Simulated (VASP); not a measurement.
# Al2O3 (R-3c) in VASP: a series of runs

Runs on Al2O3. Level: PBE. Tasks: single point.

All numbers are computed with VASP 6.6.1; they aren't measurements. Logs are shortened: lines on timing, memory, paths and dates and some standing lists are left out, and cuts for length are marked.

## Step 1: The cell of the first run

Symmetry: R-3c, No. 167, trigonal system. The conventional cell has a = 4.525 Å, b = 4.525 Å, c = 14.817 Å, α = 90.00°, β = 90.00°, γ = 120.00°. Within 2.7 Å of Al (site symmetry 3) lie 6 O at 1.93 Å and 4 Al at 2.62 to 2.69 Å. Within 2.6 Å of O (site symmetry 2) lie 4 Al at 1.93 Å and 2 O at 2.40 Å.

## Step 2: Single point, PBE

The input, INCAR:

```
SYSTEM = Al2O3
PREC     = Accurate       ! precision mode
ENCUT    = 520            ! plane-wave cutoff, eV
EDIFF    = 1E-6           ! SCF threshold, eV
ISMEAR   = 0              ! smearing method
SIGMA    = 0.05           ! smearing width, eV
LREAL    = .FALSE.        ! projectors in reciprocal space
LASPH    = .TRUE.         ! aspherical terms in the spheres
NELM     = 60             ! most SCF steps
ALGO     = Normal         ! electronic algorithm
ISIF     = 2              ! what is computed and relaxed
LWAVE    = .FALSE.        ! write WAVECAR
LCHARG   = .FALSE.        ! write CHGCAR
GGA      = PE             ! functional
NBANDS   = 35             ! bands
```

The input, KPOINTS:

```
Automatic mesh
0
G
  6 6 6
  0 0 0
```

The input, POSCAR:

```
Al2O3
1.0
    2.2623442438      1.3061650581      4.9389991301
   -2.2623442438      1.3061650581      4.9389991301
    0.0000000000     -2.6123301163      4.9389991301
Al O
4 6
Direct
    0.8406975503      0.8406975503      0.8406975503
    0.6593024497      0.6593024497      0.6593024497
    0.1593024497      0.1593024497      0.1593024497
    0.3406975503      0.3406975503      0.3406975503
    0.0561574040      0.4438425960      0.7500000000
    0.7500000000      0.0561574040      0.4438425960
    0.4438425960      0.7500000000      0.0561574040
    0.9438425960      0.5561574040      0.2500000000
    0.2500000000      0.9438425960      0.5561574040
    0.5561574040      0.2500000000      0.9438425960
```

Potentials or basis: VASP PAW PBE potentials, release 64 (Al, O).

Run with:

```bash
cat potpaw_PBE.64/Al/POTCAR potpaw_PBE.64/O/POTCAR > POTCAR
mpirun -np 1 vasp_std > vasp.out
```

OUTCAR:

```text
SYSTEM = Al2O3
   PREC = Accurate
   ENCUT = 520
   EDIFF = 1E-6
   ISMEAR = 0
   LREAL = .FALSE.
   LASPH = .TRUE.
   NELM = 60
   ISIF = 2
   GGA = PE

 ion  position               nearest neighbor table
   1  0.841  0.841  0.841-   7 1.93   6 1.93   5 1.93   9 1.93   8 1.93  10 1.93   3 2.62   3 2.62
                             3 2.62   2 2.69
   2  0.659  0.659  0.659-   6 1.93   7 1.93   5 1.93  10 1.93   8 1.93   9 1.93   4 2.62   4 2.62
                             4 2.62   1 2.69
   3  0.159  0.159  0.159-  10 1.93   9 1.93   8 1.93   6 1.93   5 1.93   7 1.93   1 2.62   1 2.62
                             1 2.62   4 2.69
   4  0.341  0.341  0.341-   9 1.93  10 1.93   8 1.93   7 1.93   5 1.93   6 1.93   2 2.62   2 2.62
                             2 2.62   3 2.69
   5  0.056  0.444  0.750-   1 1.93   2 1.93   3 1.93   4 1.93
   6  0.750  0.056  0.444-   2 1.93   1 1.93   3 1.93   4 1.93
   7  0.444  0.750  0.056-   1 1.93   2 1.93   4 1.93   3 1.93
   8  0.944  0.556  0.250-   3 1.93   4 1.93   1 1.93   2 1.93
   9  0.250  0.944  0.556-   4 1.93   3 1.93   1 1.93   2 1.93
  10  0.556  0.250  0.944-   3 1.93   4 1.93   2 1.93   1 1.93

  LATTYP: Found a trigonal (rhomboedric) cell.
 ALAT       =     5.5873053473
 COS(alpha) =     0.6720991361

  Lattice vectors:

 A1 = (   2.2623442438,   1.3061650581,   4.9389991301)
 A2 = (  -2.2623442438,   1.3061650581,   4.9389991301)
 A3 = (   0.0000000000,  -2.6123301163,   4.9389991301)

Analysis of symmetry for initial positions (statically):
=====================================================================
 Subroutine PRICEL returns:
 Original cell was already a primitive cell.

 Routine SETGRP: Setting up the symmetry group for a
 trigonal (rhombohedral) supercell.

 Subroutine GETGRP returns: Found 12 space group operations
 (whereof  6 operations were pure point group operations)
 out of a pool of 12 trial point group operations.

The static configuration has the point symmetry S_6 .
 The point group associated with its full space group is D_3d.

Analysis of symmetry for dynamics (positions and initial velocities):
=====================================================================
 Subroutine PRICEL returns:
 Original cell was already a primitive cell.

 Routine SETGRP: Setting up the symmetry group for a
 trigonal (rhombohedral) supercell.

 Subroutine GETGRP returns: Found 12 space group operations
 (whereof  6 operations were pure point group operations)
 out of a pool of 12 trial point group operations.

The dynamic configuration has the point symmetry S_6 .
 The point group associated with its full space group is D_3d.

 Subroutine INISYM returns: Found 12 space group operations
 (whereof  6 operations are pure point group operations),
 and found     1 'primitive' translations

----------------------------------------------------------------------------------------

                                     Primitive cell

  volume of cell :      87.5683

  direct lattice vectors                    reciprocal lattice vectors
     2.262344244  1.306165058  4.938999130     0.221009690  0.127600004  0.067490057
    -2.262344244  1.306165058  4.938999130    -0.221009690  0.127600004  0.067490057
     0.000000000 -2.612330116  4.938999130     0.000000000 -0.255200008  0.067490057

  length of vectors
     5.587305347  5.587305347  5.587305347     0.263973392  0.263973392  0.263973392

  position of ions in fractional coordinates (direct lattice)
     0.840697550  0.840697550  0.840697550
     0.659302450  0.659302450  0.659302450
     0.159302450  0.159302450  0.159302450
     0.340697550  0.340697550  0.340697550
     0.056157404  0.443842596  0.750000000
     0.750000000  0.056157404  0.443842596
     0.443842596  0.750000000  0.056157404
     0.943842596  0.556157404  0.250000000
     0.250000000  0.943842596  0.556157404
     0.556157404  0.250000000  0.943842596

  ion indices of the primitive-cell ions
   primitive index   ion index
                 1           1
                 2           2
                 3           3
                 4           4
                 5           5
                 6           6
                 7           7
                 8           8
                 9           9
                10          10

----------------------------------------------------------------------------------------

 KPOINTS: Automatic mesh

Automatic generation of k-mesh.
 Grid dimensions read from file:
 generate k-points for:    6    6    6

 Generating k-lattice:

  Cartesian coordinates                     Fractional coordinates (reciprocal lattice)
     0.036834948  0.021266667  0.011248343     0.166666667 -0.000000000  0.000000000
    -0.036834948  0.021266667  0.011248343    -0.000000000  0.166666667  0.000000000
     0.000000000 -0.042533335  0.011248343     0.000000000  0.000000000  0.166666667

  Length of vectors
     0.043995565  0.043995565  0.043995565

  Shift w.r.t. Gamma in fractional coordinates (k-lattice)
     0.000000000  0.000000000  0.000000000

 Subroutine IBZKPT returns following result:
 ===========================================

 Found     32 irreducible k-points:

 Following reciprocal coordinates:
            Coordinates               Weight
  0.000000  0.000000  0.000000      1.000000
  0.166667  0.000000 -0.000000      6.000000
  0.333333  0.000000 -0.000000      6.000000
  0.500000  0.000000 -0.000000      3.000000
  0.166667  0.166667 -0.000000      6.000000
  0.333333  0.166667 -0.000000     12.000000
[... 16 lines left out ...]
  0.500000  0.500000  0.166667      6.000000
 -0.333333  0.500000  0.166667     12.000000
 [... further k-points ...]
   k-points           NKPTS =     32   k-points in BZ     NKDIM =     32   number of bands    NBANDS=     35
   number of dos      NEDOS =    301   number of ions     NIONS =     10
   total plane-waves  NPLWV =  74088
   dimension x,y,z NGX =    42 NGY =   42 NGZ =   42
   dimension x,y,z NGXF=    84 NGYF=   84 NGZF=   84
   ions per type =               4   6
   NGX,Y,Z   is equivalent  to a cutoff of  12.50, 12.50, 12.50 a.u.
   NGXF,Y,Z  is equivalent  to a cutoff of  24.99, 24.99, 24.99 a.u.
 SYSTEM =  Al2O3
   PREC   = accura    normal or accurate (medium, high low for compatibility)
   ISTART =      0    job   : 0-new  1-cont  2-samecut
   ICHARG =      2    charge: 1-file 2-atom 10-const
   ISPIN  =      1    spin polarized calculation?
   LNONCOLLINEAR =      F non collinear calculations
   LSORBIT =      F    spin-orbit coupling
   LASPH  =      T    aspherical Exc in radial PAW
   ENCUT  =  520.0 eV  38.22 Ry    6.18 a.u.  10.39 10.39 10.39*2*pi/ulx,y,z
   NELM   =     60;   NELMIN=  2; NELMDL= -5     # of ELM steps
   EDIFF  = 0.1E-05   stopping-criterion for ELM
   LREAL  =      F    real-space projection
   EDIFFG = 0.1E-04   stopping-criterion for IOM
   NSW    =      0    number of steps for IOM
   IBRION =     -1    ionic relax: 0-MD 1-quasi-New 2-CG
   NFREE  =      0    steps in history (QN), initial steepest desc. (CG)
   ISIF   =      2    stress and relaxation
   ISYM   =      2    0-nonsym 1-usesym 2-fastsym
   POTIM  = 0.5000    time-step for ionic-motion
   TEBEG  =    0.0;   TEEND  =   0.0 temperature during run
   PSTRESS=    0.0 pullay stress
   NELECT =      48.0000    total number of electrons
   NUPDOWN=      -1.0000    fix difference up-down
   EMIN   =  10.00;   EMAX   =-10.00  energy-range for DOS
   EFERMI =   0.00;   METHOD = LEGACY
   ISMEAR =     0;   SIGMA  =   0.05  broadening in eV -4-tet -1-fermi 0-gaus
   EFERMI_NEDOS =   21; number of points for ismear=-14 and -15
   IALGO  =     38    algorithm
   IMIX   =      4    mixing-type and parameters
     AMIX     =   0.40;   BMIX     =  1.00
     AMIX_MAG =   1.60;   BMIX_MAG =  1.00
  volume/ion in A,a.u.               =       8.76        59.09
  Fermi-wavevector in a.u.,A,eV,Ry     =   1.339799  2.531853 24.423286  1.795061
  Thomas-Fermi vector in A             =   2.468162
   LORBIT       =      0    0 simple, 1 ext, 2 COOP (PROOUT), +10 PAW based schemes
   GGA     = PE    functional components
   LHFCALC =     F    Hartree Fock is set to
   AEXX    =    0.0000 exact exchange contribution
   IVDW    =     0    specifies the selected vdW correction
   LEPSILON=     F    determine dielectric tensor
   LRPA    =     F    only Hartree local field effects (RPA)
 non-spin polarized calculation
 Gauss-broadening in eV      SIGMA  =   0.05
  energy-cutoff  :      520.00
  volume of cell :       87.57
 maximum number of plane-waves:      2383
 NGX is ok and might be reduce to    42
   NGX = 21   NGY = 21   NGZ = 21

 number of electron      48.0000010 magnetization

 Free energy of the ion-electron system (eV)
  ---------------------------------------------------
  ext. energy  EPLUGINS =         0.00000000
  ---------------------------------------------------
  free energy    TOTEN  =       -71.99752569 eV

  energy without entropy =      -71.99752569  energy(sigma->0) =      -71.99752569

 E-fermi :   6.7686     XC(G=0): -11.5230

 val. band max:        6.5263682343   @ k =   0.0000   0.0000   0.0000
 cond. band min:      10.8262516015   @ k =   0.0000   0.0000   0.0000
 fundamental gap:      4.2998833671
 Fermi energy:         6.7686336221

 k-point     1 :       0.0000    0.0000    0.0000
  band No.  band energies     occupation
      1     -13.3161      2.00000
      2     -11.7545      2.00000
      3     -10.4468      2.00000
      4     -10.4468      2.00000
      5     -10.2257      2.00000
      6     -10.2257      2.00000
[... 27 lines left out ...]
     34      19.5523      0.00000
     35      19.5548      0.00000
[... 843 lines left out ...]
      5     -10.6571      2.00000
      6     -10.3938      2.00000
[... 27 lines left out ...]
     34      18.8215      0.00000
     35      19.1160      0.00000

 [... further k-points ...]

------------------------ aborting loop because EDIFF is reached ----------------------------------------

  FORCE on cell =-STRESS in cart. coord.  units (eV):
  Direction    XX          YY          ZZ          XY          YZ          ZX
  --------------------------------------------------------------------------------------
  -------------------------------------------------------------------------------------
  Total       15.5268072     15.5268072    -25.9858801      0.0000000      0.0000000     -0.0000000
  in kB      284.0833581    284.0833581   -475.4458513      0.0000000      0.0000000     -0.0000000
  external PRESSURE =      30.9069550 kB  Pullay stress =       0.0000000 kB

 VOLUME and BASIS-vectors are now :
 -----------------------------------------------------------------------------
  energy-cutoff  :      520.00
  volume of cell :       87.57
      direct lattice vectors                 reciprocal lattice vectors
     2.262344244  1.306165058  4.938999130     0.221009690  0.127600004  0.067490057
    -2.262344244  1.306165058  4.938999130    -0.221009690  0.127600004  0.067490057
     0.000000000 -2.612330116  4.938999130     0.000000000 -0.255200008  0.067490057

 POSITION                                       TOTAL-FORCE (eV/Angst)
 -----------------------------------------------------------------------------------
      0.00000     -0.00000     12.45661         0.000000     -0.000000      1.446014
      0.00000     -0.00000      9.76888         0.000000      0.000000     -1.446014
      0.00000     -0.00000      2.36038         0.000000      0.000000     -1.446014
      0.00000     -0.00000      5.04811         0.000000     -0.000000      1.446014
     -0.87708     -1.30617      6.17375         1.103693     -0.000000      0.000000
      1.56971     -0.10649      6.17375        -0.551847      0.955826      0.000000
     -0.69263      1.41265      6.17375        -0.551847     -0.955826      0.000000
      0.87708      1.30617      8.64325        -1.103693     -0.000000      0.000000
     -1.56971      0.10649      8.64325         0.551847     -0.955826      0.000000
      0.69263     -1.41265      8.64325         0.551847      0.955826      0.000000
 -----------------------------------------------------------------------------------
    total drift:                                0.000000      0.000000      0.000000

  FREE ENERGIE OF THE ION-ELECTRON SYSTEM (eV)
  ---------------------------------------------------
  free  energy   TOTEN  =       -71.9975256928 eV

  energy  without entropy=      -71.9975256928  energy(sigma->0) =      -71.99752569
```

It took 71 s on 1 thread of AMD EPYC 9R45 (Zen 5), shared host; peak memory 0.24 GiB.

Results:

```yaml
Free_energy: -71.9975 eV
Pressure: 3.1 GPa
Largest_force: 1.446 eV/Å
Band_gap_on_the_k_mesh: 4.30 eV
```

Forces in eV/Å, atoms in the order of the input:
```
Al   0.000  0.000  1.446
Al   0.000  0.000 -1.446
Al   0.000  0.000 -1.446
Al   0.000  0.000  1.446
O    1.104  0.000  0.000
O   -0.552  0.956  0.000
O   -0.552 -0.956  0.000
O   -1.104  0.000  0.000
O    0.552 -0.956  0.000
O    0.552  0.956  0.000
```

Levels at points of the mesh, in eV from the valence-band top:
| k point | band 22 | band 23 | band 24 | band 25 | band 26 | band 27 |
| --- | --- | --- | --- | --- | --- | --- |
| (0.00, 0.00, 0.00) | -0.39 | 0.00 | 0.00 | 4.30 | 8.15 | 8.15 |
| (0.50, 0.00, 0.00) | -1.08 | -0.80 | -0.80 | 6.75 | 6.75 | 8.19 |
| (0.50, 0.50, 0.00) | -0.99 | -0.98 | -0.66 | 6.92 | 8.12 | 8.97 |
| (0.50, 0.50, 0.50) | -0.20 | -0.20 | -0.20 | 7.68 | 7.68 | 10.05 |

Caveat: the stress differs along the axes, from -48 to 28 GPa; forces of over 1 eV/Å act on the atoms, so gaps and moduli don't describe the material at rest.

(Continued in part 2 of 2.)
